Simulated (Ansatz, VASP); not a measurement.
# One calculation of GaSe3, two programs

The input INCAR:

```
ALGO     = Normal         # electronic algorithm
EDIFF    = 1E-7           # SCF threshold, eV
EDIFFG   = -0.01          # ionic threshold
ENCUT    = 600            # plane-wave cutoff, eV
GGA      = PE             # functional
IBRION   = 2              # ionic algorithm
ISIF     = 3              # what is computed and relaxed
ISMEAR   = 0              # smearing method
LASPH    = True           # aspherical terms in the spheres
LCHARG   = False          # write CHGCAR
LREAL    = False          # projectors in reciprocal space
LWAVE    = False          # write WAVECAR
NELM     = 100            # most SCF steps
NSW      = 100            # ionic steps
PREC     = Accurate       # precision mode
SIGMA    = 0.1            # smearing width, eV
```

The input KPOINTS:

```
k-points
0
Gamma
  12 12 12
```

Contents of POSCAR:

```
GaSe3
1.0
   -2.8223034825      2.8223034825      2.8223034825
    2.8223034825     -2.8223034825      2.8223034825
    2.8223034825      2.8223034825     -2.8223034825
Ga Se
1 3
Direct
    0.0000000000      0.0000000000      0.0000000000
    0.0000000000      0.5000000000      0.5000000000
    0.5000000000      0.0000000000      0.5000000000
    0.5000000000      0.5000000000      0.0000000000
```

Input for Ansatz:

```yaml
crystal:
  lattice:
    - [-2.8223034825, 2.8223034825, 2.8223034825]
    - [2.8223034825, -2.8223034825, 2.8223034825]
    - [2.8223034825, 2.8223034825, -2.8223034825]
  atoms:
    - { symbol: Ga, position: [0.0, 0.0, 0.0] }
    - { symbol: Se, position: [0.0, 0.5, 0.5] }
    - { symbol: Se, position: [0.5, 0.0, 0.5] }
    - { symbol: Se, position: [0.5, 0.5, 0.0] }
basis:
  ecutwfc: 420
kpoints:
  mp_grid: { grid: [12, 12, 12] }
hamiltonian:
  xc: pbe
scf:
  occupations: { method: gaussian, width: 0.1 }
output:
  forces: true
  stress: true
  eigenvalues: true
relax:
  adjacent_minimum: "off"
  f_tol: 0.01
  max_steps: 80
  cell: { stress_tol: 0.05 }
```

Alike in both runs: task relaxation of cell and atoms; functional PBE; k mesh 12 × 12 × 12; occupations gaussian, width 0.1 eV; no spin polarisation.

|  | VASP | Ansatz |
| --- | --- | --- |
| version | VASP 6.6.1 | Ansatz 0.2.0 |
| potentials or method | VASP PAW PBE potentials, release 64 (Ga_d, Se), cutoff 600 eV | scalar-relativistic, plane waves, PAW |
| valence electrons in the cell | 31 | 61 |

```csv
,VASP,Ansatz,Ansatz less VASP
"gap on the k mesh at the Fermi level, each at its own relaxed structure (eV)",none,none,-
relaxed volume (Å³/atom),22.08,22.07,-0.009
relaxed cell length with the largest relative difference (Å),4.859,4.858,-0.0007
```

A gap of «none» marks a metal or a gap that the smearing closes. VASP's potentials hold 31 valence electrons a cell and Ansatz's 61, so a difference there can come from the potentials and not from the codes.
